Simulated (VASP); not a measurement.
The system is CdSe (Cadmoselite).

```
CELL_PARAMETERS angstrom
4.29900 0.00000 0.00000
-2.14950 3.72304 0.00000
0.00000 0.00000 7.01000
ATOMIC_POSITIONS crystal
Cd 0.33333 0.66667 0.00048
Cd 0.66667 0.33333 0.50048
Se 0.33333 0.66667 0.37631
Se 0.66667 0.33333 0.87631
```

Program: VASP 6.6.1. Alike in all runs: no spin polarisation; cell as given; k mesh 12 × 12 × 6; cutoff (eV) 520; smearing fermi-dirac 0.02 eV.

Task: Order these runs on this cell by their pressure, lowest first.
A. level PBEsol; potentials or basis VASP PAW PBE potentials, release 64 (Cd, Se)
B. level LDA; potentials or basis VASP PAW LDA potentials, release 64 (Cd, Se)
C. level PBE; potentials or basis VASP PAW PBE potentials, release 64 (Cd, Se)

Result: B (-1.4 GPa), A (0.5 GPa), C (3.3 GPa).

Caveats: the PAW data sets were made with another functional, which shifts forces and pressure a little (some runs).
